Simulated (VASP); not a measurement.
Wanted: the native input for a VASP 6.6.1 run.

```
Task                   : single point
Functional             : r2SCAN
Potentials or basis    : VASP PAW PBE potentials, release 64 (Ba_sv, Ti_sv, O)
Cutoff                 : 520 eV
k mesh                 : 7 × 7 × 7
Occupations            : fermi-dirac, width 0.05 eV
Spin                   : no spin polarisation
Dipole correction      : no
Further INCAR settings : ALGO = Normal; EDIFF = 1e-07; NBANDS = 28
```

The system is BaTiO3.

```
Ba Ti O
1.0
     2.82737    1.63238    2.31839
    -2.82737    1.63238    2.31839
     0.00000   -3.26476    2.31839
Ba Ti O
1 1 3
Cartesian
  0.0000 0.0000 0.0000
  0.0000 0.0000 3.3698
  1.3885 -0.8017 2.3988
  -1.3885 -0.8017 2.3988
  0.0000 1.6033 2.3988
```

The input as run:

POSCAR

```
BaTiO3
1.0
    2.8273666084      1.6323808724      2.3183934932
   -2.8273666084      1.6323808724      2.3183934932
    0.0000000000     -3.2647617449      2.3183934932
Ba Ti O
1 1 3
Direct
    0.0000000000      0.0000000000      0.0000000000
    0.4845000000      0.4845000000      0.4845000000
    0.5086000000      0.0175000000      0.5086000000
    0.0175000000      0.5086000000      0.5086000000
    0.5086000000      0.5086000000      0.0175000000
```

INCAR.step1

```
PREC = Accurate
ENCUT = 520
ISMEAR = -1
SIGMA = 0.05
LREAL = False
LASPH = True
NELM = 80
NBANDS = 28
GGA = PE
ALGO = Normal
EDIFF = 1E-4
LWAVE = True
LCHARG = False
```

INCAR.step2

```
PREC = Accurate
ENCUT = 520
EDIFF = 1E-7
ISMEAR = -1
SIGMA = 0.05
LREAL = False
LASPH = True
NELM = 80
ALGO = Normal
ISIF = 2
LWAVE = False
LCHARG = False
METAGGA = R2SCAN
LMIXTAU = True
NBANDS = 28
ISTART = 1
```

KPOINTS

```
regular mesh
0
Gamma
  7 7 7
```

Potentials or basis: VASP PAW PBE potentials, release 64 (Ba_sv, Ti_sv, O).

Launch:

```sh
$ cat potpaw_PBE.64/Ba_sv/POTCAR potpaw_PBE.64/Ti_sv/POTCAR potpaw_PBE.64/O/POTCAR > POTCAR
$ cp INCAR.step1 INCAR
$ mpirun -np 1 vasp_std > vasp.out
$ cp INCAR.step2 INCAR
$ mpirun -np 1 vasp_std > vasp.out
```

Results of the run:

The pressure is 3.9 GPa, the largest force is 0.265 eV/Å and the band gap on the k mesh is 2.84 eV, indirect (least direct gap 3.19 eV).

Caveat: the PAW data sets were made with another functional, which shifts forces and pressure a little; spin-orbit coupling is left out, which moves the levels of the heavy elements.

Wall time 9.5 min on 1 thread of AMD EPYC 7R13, on a shared host, peak memory 0.19 GiB.
